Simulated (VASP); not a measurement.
The system is KCl.

```
K Cl
1.0
     5.34367    0.00000    0.00000
    -2.67184    4.62776    0.00000
     0.00000    0.00000    6.23905
K Cl
2 2
Cartesian
  0.0000 3.0852 1.5598
  2.6718 1.5426 4.6793
  2.6718 1.5426 1.5598
  0.0000 3.0852 4.6793
```

Base run:

| Property | Result |
| --- | --- |
| Program | VASP 6.6.1 |
| Functional | r2SCAN |
| Potentials or basis | VASP PAW PBE potentials, release 64 (K_sv, Cl) |
| Cutoff | 520 eV |
| k mesh | 6 × 6 × 4 |
| Occupations | fermi-dirac, width 0.02 eV |
| Spin | no spin polarisation |

Its results: band gap on the k mesh 5.35 eV; pressure 0.0 GPa.

The run is repeated on the same cell with these changes: functional from r2SCAN to PBE; further incar settings from ALGO = Normal; EDIFF = 1e-07; NBANDS = 24 to ALGO = Normal; EDIFF = 1e-06; NBANDS = 24. What comes out?

Band gap on the k mesh 4.77 eV; pressure 0.5 GPa.

Caveats: the PAW data sets were made with another functional, which shifts forces and pressure a little (at least some runs).

A k mesh can miss the band edges.
